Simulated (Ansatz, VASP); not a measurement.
One calculation of NaH, two programs

Contents of POSCAR:

```
NaH
1.0
    2.3972153351      2.3972153351      0.0000000000
   -2.3972153351      2.3972153351      0.0000000000
    0.0000000000      2.3972153351      2.3972153351
Na H
1 1
Direct
    0.0000000000      0.0000000000      0.0000000000
    0.5000000000      0.5000000000      0.0000000000
```

File INCAR.step1:

```
SYSTEM = NaH
  ALGO = Normal
  EDIFF = 1E-4
  ENCUT = 520
  GGA = PE
  ISMEAR = 0
  LASPH = .True.
  LCHARG = .False.
  LREAL = .False.
  LWAVE = .True.
  NBANDS = 11
  NELM = 80
  PREC = Accurate
  SIGMA = 0.01
```

The input INCAR.step2:

```
SYSTEM = NaH
  ALGO = Normal
  EDIFF = 1E-6
  ENCUT = 520
  ISIF = 2
  ISMEAR = 0
  ISTART = 1
  LASPH = .True.
  LCHARG = .False.
  LMIXTAU = .True.
  LREAL = .False.
  LWAVE = .False.
  METAGGA = R2SCAN
  NBANDS = 11
  NELM = 80
  PREC = Accurate
  SIGMA = 0.01
```

File KPOINTS:

```
k-points
0
Gamma
  8 8 8
  0 0 0
```

Input for Ansatz:

```yaml
crystal:
  lattice:
    - [2.39721533514, 2.39721533514, 0.0]
    - [-2.39721533514, 2.39721533514, 0.0]
    - [0.0, 2.39721533514, 2.39721533514]
  atoms:
    - { symbol: Na, position: [0.0, 0.0, 0.0] }
    - { symbol: H, position: [0.5, 0.5, 0.0] }
kpoints:
  mp_grid: { grid: [8, 8, 8] }
scf:
  occupations: { method: fixed }
  convergence: { dr2_threshold: 1.0e-10 }
hamiltonian:
  xc: r2scan
  pseudopotentials: { kind: paw }
output:
  forces: true
  stress: true
  eigenstates:
    kpoints:
      - [0.0, 0.0, 0.0]
      - [0.5, 0.0, 0.0]
      - [0.0, 0.5, 0.5]
      - [0.0, -0.5, 0.0]
      - [0.5, 0.0, 0.5]
      - [-0.75, 0.25, -0.25]
      - [-0.75, -0.25, -0.5]
      - [-0.5, -0.5, -0.75]
      - [-0.5, -0.5, -0.5]
      - [-0.5, 0.5, 0.0]
      - [0.0, 0.0, -0.5]
  eigenvalues: true
```

Change from the starting cell: unstrained.

Alike in both runs: task single point; functional r2SCAN; k mesh 8 × 8 × 8; no spin polarisation.

|  | VASP | Ansatz |
| --- | --- | --- |
| version | VASP 6.6.1 | Ansatz 0.2.0 |
| potentials or method | VASP PAW PBE potentials, release 64 (Na_pv, H) | PAW with Ansatz's default frozen-core files, scalar-relativistic |
| plane-wave cutoff (eV) | 520 | 500 |
| occupations | gaussian, width 0.01 eV | fixed |
| valence electrons in the cell | 8 | 10 |

|  | VASP | Ansatz | Ansatz less VASP |
| --- | --- | --- | --- |
| gap on the k mesh at the Fermi level (eV) | 4.41 | 4.40 | -0.011 |
| pressure (GPa) | -0.3 | 0.0 | +0.34 |

VASP's potentials were made for PBE, not for r2SCAN. VASP's potentials hold 8 valence electrons a cell and Ansatz's 10, so a difference there can come from the potentials and not from the codes.
